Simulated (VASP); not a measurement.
Wanted: the native input for a VASP 6.6.1 run.

| Item | Value |
| --- | --- |
| Task | single point |
| Functional | PBE |
| Potentials or basis | VASP PAW PBE potentials, release 64 (Ga_d, N) |
| Cutoff | 520 eV |
| k mesh | 12 × 12 × 6 |
| Occupations | gaussian, width 0.05 eV |
| Spin | no spin polarisation |
| Dipole correction | no |
| Further INCAR settings | ALGO = Normal; EDIFF = 1e-07; NBANDS = 26 |

The structure of GaN lies in POSCAR:

```
GaN
1.0
    3.2594996520      0.0000000000      0.0000000000
   -1.6297498260      2.8228095022      0.0000000000
    0.0000000000      0.0000000000      5.4243000000
Ga N
2 2
Direct
    0.3333333333      0.6666666667      0.0000000000
    0.6666666667      0.3333333333      0.5000000000
    0.3333333333      0.6666666667      0.3750000000
    0.6666666667      0.3333333333      0.8750000000
```

This cell differs from its parent crystal: strain +0.025 along x and y, +0.050 along z.

The input as run:

INCAR

```
PREC = Accurate
ENCUT = 520
EDIFF = 1E-7
ISMEAR = 0
SIGMA = 0.05
LREAL = F
LASPH = T
NELM = 100
ALGO = Normal
ISIF = 2
LWAVE = F
LCHARG = F
GGA = PE
NBANDS = 26
```

KPOINTS

```
Automatic mesh
0
Gamma
  12 12 6
```

Potentials or basis: VASP PAW PBE potentials, release 64 (Ga_d, N).

Launch:

```console
$ cat potpaw_PBE.64/Ga_d/POTCAR potpaw_PBE.64/N/POTCAR > POTCAR
$ mpirun -np 1 vasp_std > vasp.out
```

Results of the run:

| Property | Result |
| --- | --- |
| Pressure | -8.7 GPa |
| Largest force | 0.012 eV/Å |
| Band gap on the k mesh | 1.25 eV, direct |

Caveat: the cell differs from its parent crystal (strain +0.025 along x and y, +0.050 along z).

Run time: 56 s on 1 thread of AMD EPYC 9R45 96-Core Processor (Zen 5) (shared host), peak memory 0.18 GiB.
